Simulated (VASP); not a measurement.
# Cd (Fd-3m) in VASP: single point with r2SCAN

Aim: the single point of Cd with r2SCAN.

All numbers are computed with VASP 6.6.1; they aren't measurements. Logs are shortened: lines on timing, memory, paths and dates and some standing lists are left out, and cuts for length are marked.

## Step 1: The cell of the first run

Symmetry: Fd-3m, No. 227, cubic system. Conventional cell: a = 6.509 Å, b = 6.509 Å, c = 6.509 Å, α = 90.00°, β = 90.00°, γ = 90.00°. Cd (site symmetry -43m) has 4 Cd at 2.82 Å within 3.7 Å.

## Step 2: Single point, r2SCAN

Input file POSCAR:

```
Cd
1.0
    0.0000000000      3.2544121757      3.2544121757
    3.2544121757      0.0000000000      3.2544121757
    3.2544121757      3.2544121757      0.0000000000
Cd
2
Direct
    0.0000000000      0.0000000000      0.0000000000
    0.2500000000      0.2500000000      0.2500000000
```

Input file INCAR.step1:

```
SYSTEM = Cd
  PREC = Accurate
  ENCUT = 520
  ISMEAR = 0
  SIGMA = 0.1
  LREAL = .FALSE.
  LASPH = .TRUE.
  NELM = 60
  NBANDS = 19
  GGA = PE
  ALGO = Normal
  EDIFF = 1E-4
  LWAVE = .TRUE.
  LCHARG = .FALSE.
```

Input file INCAR.step2:

```
SYSTEM = Cd
  PREC = Accurate
  ENCUT = 520
  EDIFF = 1E-6
  ISMEAR = 0
  SIGMA = 0.1
  LREAL = .FALSE.
  LASPH = .TRUE.
  NELM = 60
  ALGO = Normal
  ISIF = 2
  LWAVE = .FALSE.
  LCHARG = .TRUE.
  METAGGA = R2SCAN
  LMIXTAU = .TRUE.
  LELF = .TRUE.
  LVHAR = .TRUE.
  NBANDS = 19
  ISTART = 1
```

Input file KPOINTS:

```
regular mesh
0
G
  14 14 14
  0 0 0
```

Potentials or basis: VASP PAW PBE potentials, release 64 (Cd).

The run is started by

```
> cat potpaw_PBE.64/Cd/POTCAR > POTCAR
> cp INCAR.step1 INCAR
> mpirun -np 1 vasp_std > vasp.out
> cp INCAR.step2 INCAR
> mpirun -np 1 vasp_std > vasp.out
```

OUTCAR:

```text
SYSTEM = Cd
   PREC = Accurate
   ENCUT = 520
   EDIFF = 1E-6
   ISMEAR = 0
   LREAL = .FALSE.
   LASPH = .TRUE.
   NELM = 60
   ISIF = 2
   METAGGA = R2SCAN
   ISTART = 1

 ion  position               nearest neighbor table
   1  0.000  0.000  0.000-   2 2.82   2 2.82   2 2.82   2 2.82
   2  0.250  0.250  0.250-   1 2.82   1 2.82   1 2.82   1 2.82

  LATTYP: Found a face centered cubic cell.
 ALAT       =     6.5088243514

  Lattice vectors:

 A1 = (   0.0000000000,   3.2544121757,   3.2544121757)
 A2 = (   3.2544121757,   0.0000000000,   3.2544121757)
 A3 = (   3.2544121757,   3.2544121757,   0.0000000000)

Analysis of symmetry for initial positions (statically):
=====================================================================
 Subroutine PRICEL returns:
 Original cell was already a primitive cell.

 Routine SETGRP: Setting up the symmetry group for a
 face centered cubic supercell.

 Subroutine GETGRP returns: Found 48 space group operations
 (whereof 24 operations were pure point group operations)
 out of a pool of 48 trial point group operations.

The static configuration has the point symmetry T_d .
 The point group associated with its full space group is O_h .

Analysis of symmetry for dynamics (positions and initial velocities):
=====================================================================
 Subroutine PRICEL returns:
 Original cell was already a primitive cell.

 Routine SETGRP: Setting up the symmetry group for a
 face centered cubic supercell.

 Subroutine GETGRP returns: Found 48 space group operations
 (whereof 24 operations were pure point group operations)
 out of a pool of 48 trial point group operations.

The dynamic configuration has the point symmetry T_d .
 The point group associated with its full space group is O_h .

 Subroutine INISYM returns: Found 48 space group operations
 (whereof 24 operations are pure point group operations),
 and found     1 'primitive' translations

----------------------------------------------------------------------------------------

                                     Primitive cell

  volume of cell :      68.9363

  direct lattice vectors                    reciprocal lattice vectors
     0.000000000  3.254412176  3.254412176    -0.153637577  0.153637577  0.153637577
     3.254412176  0.000000000  3.254412176     0.153637577 -0.153637577  0.153637577
     3.254412176  3.254412176  0.000000000     0.153637577  0.153637577 -0.153637577

  length of vectors
     4.602433836  4.602433836  4.602433836     0.266108089  0.266108089  0.266108089

  position of ions in fractional coordinates (direct lattice)
     0.000000000  0.000000000  0.000000000
     0.250000000  0.250000000  0.250000000

  ion indices of the primitive-cell ions
   primitive index   ion index
                 1           1
                 2           2

----------------------------------------------------------------------------------------

 KPOINTS: regular mesh

Automatic generation of k-mesh.
 Grid dimensions read from file:
 generate k-points for:   14   14   14

 Generating k-lattice:

  Cartesian coordinates                     Fractional coordinates (reciprocal lattice)
    -0.010974113  0.010974113  0.010974113     0.071428571  0.000000000  0.000000000
     0.010974113 -0.010974113  0.010974113     0.000000000  0.071428571  0.000000000
     0.010974113  0.010974113 -0.010974113     0.000000000  0.000000000  0.071428571

  Length of vectors
     0.019007721  0.019007721  0.019007721

  Shift w.r.t. Gamma in fractional coordinates (k-lattice)
     0.000000000  0.000000000  0.000000000

 Subroutine IBZKPT returns following result:
 ===========================================

 Found    104 irreducible k-points:

 Following reciprocal coordinates:
            Coordinates               Weight
  0.000000  0.000000  0.000000      1.000000
  0.071429  0.000000  0.000000      8.000000
  0.142857  0.000000  0.000000      8.000000
  0.214286  0.000000  0.000000      8.000000
  0.285714  0.000000  0.000000      8.000000
  0.357143  0.000000  0.000000      8.000000
[... 16 lines left out ...]
  0.214286  0.142857  0.000000     24.000000
  0.285714  0.142857  0.000000     24.000000
 [... further k-points ...]
   k-points           NKPTS =    104   k-points in BZ     NKDIM =    104   number of bands    NBANDS=     19
   number of dos      NEDOS =    301   number of ions     NIONS =      2
   total plane-waves  NPLWV =  46656
   dimension x,y,z NGX =    36 NGY =   36 NGZ =   36
   dimension x,y,z NGXF=    72 NGYF=   72 NGZF=   72
   ions per type =               2
   NGX,Y,Z   is equivalent  to a cutoff of  13.00, 13.00, 13.00 a.u.
   NGXF,Y,Z  is equivalent  to a cutoff of  26.01, 26.01, 26.01 a.u.
 SYSTEM =  Cd
   PREC   = accura    normal or accurate (medium, high low for compatibility)
   ISTART =      1    job   : 0-new  1-cont  2-samecut
   ICHARG =      0    charge: 1-file 2-atom 10-const
   ISPIN  =      1    spin polarized calculation?
   LNONCOLLINEAR =      F non collinear calculations
   LSORBIT =      F    spin-orbit coupling
   LASPH  =      T    aspherical Exc in radial PAW
   ENCUT  =  520.0 eV  38.22 Ry    6.18 a.u.   8.56  8.56  8.56*2*pi/ulx,y,z
   NELM   =     60;   NELMIN=  2; NELMDL=  0     # of ELM steps
   EDIFF  = 0.1E-05   stopping-criterion for ELM
   LREAL  =      F    real-space projection
   EDIFFG = 0.1E-04   stopping-criterion for IOM
   NSW    =      0    number of steps for IOM
   IBRION =     -1    ionic relax: 0-MD 1-quasi-New 2-CG
   NFREE  =      0    steps in history (QN), initial steepest desc. (CG)
   ISIF   =      2    stress and relaxation
   ISYM   =      2    0-nonsym 1-usesym 2-fastsym
   POTIM  = 0.5000    time-step for ionic-motion
   TEBEG  =    0.0;   TEEND  =   0.0 temperature during run
   PSTRESS=    0.0 pullay stress
   NELECT =      24.0000    total number of electrons
   NUPDOWN=      -1.0000    fix difference up-down
   EMIN   =  10.00;   EMAX   =-10.00  energy-range for DOS
   EFERMI =   0.00;   METHOD = LEGACY
   ISMEAR =     0;   SIGMA  =   0.10  broadening in eV -4-tet -1-fermi 0-gaus
   EFERMI_NEDOS =   21; number of points for ismear=-14 and -15
   IALGO  =     38    algorithm
   IMIX   =      4    mixing-type and parameters
     AMIX     =   0.40;   BMIX     =  1.00
     AMIX_MAG =   1.60;   BMIX_MAG =  1.00
  volume/ion in A,a.u.               =      34.47       232.60
  Fermi-wavevector in a.u.,A,eV,Ry     =   1.151673  2.176347 18.046111  1.326352
  Thomas-Fermi vector in A             =   2.288330
   LORBIT       =      0    0 simple, 1 ext, 2 COOP (PROOUT), +10 PAW based schemes
   METAGGA = R2SCAN    functional components
   LHFCALC =     F    Hartree Fock is set to
   AEXX    =    0.0000 exact exchange contribution
   IVDW    =     0    specifies the selected vdW correction
   LEPSILON=     F    determine dielectric tensor
   LRPA    =     F    only Hartree local field effects (RPA)
 non-spin polarized calculation
 Gauss-broadening in eV      SIGMA  =   0.10
  energy-cutoff  :      520.00
  volume of cell :       68.94
 maximum number of plane-waves:      1875
 NGX is ok and might be reduce to    36
   NGX = 17   NGY = 17   NGZ = 17

 number of electron      23.9999999 magnetization

 Free energy of the ion-electron system (eV)
  ---------------------------------------------------
  ext. energy  EPLUGINS =         0.00000000
  ---------------------------------------------------
  free energy    TOTEN  =       -39.37962811 eV

  energy without entropy =      -39.37499022  energy(sigma->0) =      -39.37730917

 E-fermi :   0.2966     XC(G=0):  -9.0124

 val. band max:        0.2954486865   @ k =  -0.4286   0.3571   0.0714
 cond. band min:       0.2979205991   @ k =  -0.2857   0.2857   0.0714
 fundamental gap:      0.0024719126
 Fermi energy:         0.2966466195

 k-point     1 :       0.0000    0.0000    0.0000
  band No.  band energies     occupation
      1      -9.3954      2.00000
      2      -9.3954      2.00000
      3      -9.3954      2.00000
      4      -9.3382      2.00000
      5      -9.3382      2.00000
      6      -8.5750      2.00000
[... 11 lines left out ...]
     18       6.2808      0.00000
     19       7.9010      0.00000

 k-point     2 :       0.0714    0.0000    0.0000
  band No.  band energies     occupation
      1      -9.4162      2.00000
      2      -9.4162      2.00000
      3      -9.3938      2.00000
      4      -9.3116      2.00000
      5      -9.3116      2.00000
      6      -8.5831      2.00000
[... 11 lines left out ...]
     18       7.0439      0.00000
     19       8.3679      0.00000

 k-point     3 :       0.1429    0.0000    0.0000
  band No.  band energies     occupation
      1      -9.4436      2.00000
      2      -9.4436      2.00000
      3      -9.3896      2.00000
      4      -9.2689      2.00000
      5      -9.2689      2.00000
      6      -8.6055      2.00000
[... 11 lines left out ...]
     18       7.9446      0.00000
     19       9.1230      0.00000

 k-point     4 :       0.2143    0.0000    0.0000
  band No.  band energies     occupation
      1      -9.4619      2.00000
      2      -9.4619      2.00000
      3      -9.3838      2.00000
      4      -9.2313      2.00000
      5      -9.2313      2.00000
      6      -8.6374      2.00000
[... 11 lines left out ...]
     18       8.6685      0.00000
     19       9.0410      0.00000

 k-point     5 :       0.2857    0.0000    0.0000
  band No.  band energies     occupation
      1      -9.4698      2.00000
      2      -9.4698      2.00000
      3      -9.3775      2.00000
      4      -9.2068      2.00000
      5      -9.2067      2.00000
      6      -8.6723      2.00000
[... 11 lines left out ...]
     18       8.4014      0.00000
     19       9.8392      0.00000

 k-point     6 :       0.3571    0.0000    0.0000
  band No.  band energies     occupation
      1      -9.4696      2.00000
      2      -9.4696      2.00000
      3      -9.3720      2.00000
      4      -9.1969      2.00000
      5      -9.1969      2.00000
      6      -8.7035      2.00000
[... 11 lines left out ...]
     18       8.0650      0.00000
     19      10.8794      0.00000

 k-point     7 :       0.4286    0.0000    0.0000
  band No.  band energies     occupation
      1      -9.4660      2.00000
      2      -9.4660      2.00000
      3      -9.3681      2.00000
      4      -9.1966      2.00000
      5      -9.1966      2.00000
      6      -8.7251      2.00000
[... 11 lines left out ...]
     18       7.8486      0.00000
     19      11.9489      0.00000

 k-point     8 :       0.5000    0.0000    0.0000
  band No.  band energies     occupation
      1      -9.4639      2.00000
      2      -9.4639      2.00000
      3      -9.3667      2.00000
      4      -9.1977      2.00000
      5      -9.1977      2.00000
      6      -8.7328      2.00000
[... 256 lines left out ...]
 k-point    20 :      -0.1429    0.0714    0.0000
  band No.  band energies     occupation
      1      -9.4738      2.00000
      2      -9.4293      2.00000
      3      -9.3955      2.00000
      4      -9.2656      2.00000
      5      -9.2235      2.00000
      6      -8.6475      2.00000
[... 11 lines left out ...]
     18       8.2191      0.00000
     19       9.5116      0.00000

 k-point    21 :      -0.0714    0.0714    0.0000
  band No.  band energies     occupation
      1      -9.4480      2.00000
      2      -9.4074      2.00000
      3      -9.4055      2.00000
      4      -9.2979      2.00000
      5      -9.2694      2.00000
      6      -8.6137      2.00000
[... 11 lines left out ...]
     18       7.8245      0.00000
     19       8.9451      0.00000

 k-point    22 :       0.1429    0.1429    0.0000
  band No.  band energies     occupation
      1      -9.4720      2.00000
      2      -9.4128      2.00000
      3      -9.4128      2.00000
      4      -9.2892      2.00000
      5      -9.2008      2.00000
      6      -8.7312      2.00000
[... 11 lines left out ...]
     18       8.0727      0.00000
     19       9.2640      0.00000

 k-point    23 :       0.2143    0.1429    0.0000
  band No.  band energies     occupation
      1      -9.4889      2.00000
      2      -9.4254      2.00000
      3      -9.4136      2.00000
      4      -9.2576      2.00000
      5      -9.1551      2.00000
      6      -8.7860      2.00000
[... 11 lines left out ...]
     18       8.5553      0.00000
     19       9.9034      0.00000

 k-point    24 :       0.2857    0.1429    0.0000
  band No.  band energies     occupation
      1      -9.5054      2.00000
      2      -9.4390      2.00000
      3      -9.4022      2.00000
      4      -9.2231      2.00000
      5      -9.1170      2.00000
      6      -8.8252      2.00000
[... 11 lines left out ...]
     18       8.7139      0.00000
     19      10.2676      0.00000

 [... further k-points ...]
[... 5 lines left out ...]
  --------------------------------------------------------------------------------------
  -------------------------------------------------------------------------------------
  Total        0.0986101      0.0986101      0.0986101      0.0000000      0.0000000      0.0000000
  in kB        2.2918409      2.2918409      2.2918409      0.0000000      0.0000000      0.0000000
  external PRESSURE =       2.2918409 kB  Pullay stress =       0.0000000 kB

 VOLUME and BASIS-vectors are now :
 -----------------------------------------------------------------------------
  energy-cutoff  :      520.00
  volume of cell :       68.94
      direct lattice vectors                 reciprocal lattice vectors
     0.000000000  3.254412176  3.254412176    -0.153637577  0.153637577  0.153637577
     3.254412176  0.000000000  3.254412176     0.153637577 -0.153637577  0.153637577
     3.254412176  3.254412176  0.000000000     0.153637577  0.153637577 -0.153637577

 POSITION                                       TOTAL-FORCE (eV/Angst)
 -----------------------------------------------------------------------------------
      0.00000      0.00000      0.00000         0.000000      0.000000      0.000000
      1.62721      1.62721      1.62721        -0.000000     -0.000000     -0.000000
 -----------------------------------------------------------------------------------
    total drift:                                0.000000      0.000000      0.000000

  FREE ENERGIE OF THE ION-ELECTRON SYSTEM (eV)
  ---------------------------------------------------
  free  energy   TOTEN  =       -39.3796281129 eV

  energy  without entropy=      -39.3749902215  energy(sigma->0) =      -39.37730917
```

Run time: 13 min. Hardware: 1 thread of AMD EPYC 7R13, shared host; peak memory 0.25 GiB.

What came out:

- Free energy: -39.3796 eV
- Pressure: 0.2 GPa
- Band gap on the k mesh: zero (band 12 reaches 5.08 eV, above the bottom of band 13 at -0.21 eV)

Caveat: the PAW data sets were made with another functional, which shifts forces and pressure a little.
